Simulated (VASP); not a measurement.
The system is SmNb.

```
Sm Nb
1.0
     3.98324    0.00000    0.00000
    -1.99162    3.44959    0.00000
     0.00000    0.00000    7.43120
Sm Nb
2 2
Direct
  0.33333 0.66667 0.63687
  0.66667 0.33333 0.36313
  0.33333 0.66667 0.08584
  0.66667 0.33333 0.91416
```

The cell was generated, and may not be a known phase.

| Item | Value |
| --- | --- |
| Program | VASP 6.6.1 |
| Task | relaxation of cell and atoms |
| Functional | PBE |
| Potentials or basis | VASP PAW PBE potentials, release 64 (Sm_3, Nb_sv), 4f in core |
| Cutoff | 500 eV |
| k mesh | 6 × 6 × 3 |
| Occupations | gaussian, width 0.2 eV |
| Spin | no spin polarisation |

At the start: pressure 3.3 GPa; volume 25.53 Å³/atom.

Question: Where does the relaxation end?

Answer: Over 14 steps the energy falls by 435.2 meV/atom and the volume is 25.63 Å³/atom (+0.4 %); space group P-3m1 (No. 164, to 0.1 Å) before and after.

The path:
| step | energy change (eV) | largest force (eV/Å) | pressure (GPa) | volume (Å³) |
| --- | --- | --- | --- | --- |
| 1 | 0.0000 | 1.3736 | 3.28 | 102.11 |
| 2 | -0.4599 | 0.7310 | -2.82 | 109.87 |
| 3 | -0.4811 | 0.8515 | -4.19 | 112.10 |
| 4 | -0.8806 | 1.1768 | -3.30 | 109.14 |
| 5 | -1.3062 | 2.0229 | 3.91 | 97.84 |
| 6 | -1.3402 | 1.8545 | 1.70 | 100.62 |
| 7 | -1.6608 | 0.8552 | 1.21 | 100.93 |
| 8 | -1.6649 | 0.7166 | 1.26 | 100.90 |
| 9 | -1.7171 | 0.4465 | -0.18 | 103.14 |
| 10 | -1.7273 | 0.2275 | -1.07 | 104.78 |
| 11 | -1.7331 | 0.2242 | 0.43 | 103.05 |
| 12 | -1.7348 | 0.1513 | -0.07 | 103.60 |
| 13 | -1.7375 | 0.1290 | -0.01 | 103.33 |
| 14 | -1.7407 | 0.0680 | 0.21 | 102.52 |

Final structure:
```
Sm Nb
1.0
     3.42282    0.00000    0.00000
    -1.71141    2.96425    0.00000
     0.00000    0.00000   10.10449
Sm Nb
2 2
Direct
  0.33333 0.66667 0.66214
  0.66667 0.33333 0.33786
  0.33333 0.66667 0.09046
  0.66667 0.33333 0.90954
```

Caveat: a cell axis changed by over 15 % at a fixed basis, so the end point is rough; the relaxation stopped at a loose force limit of 0.08 eV/Å, so its end isn't a converged minimum.
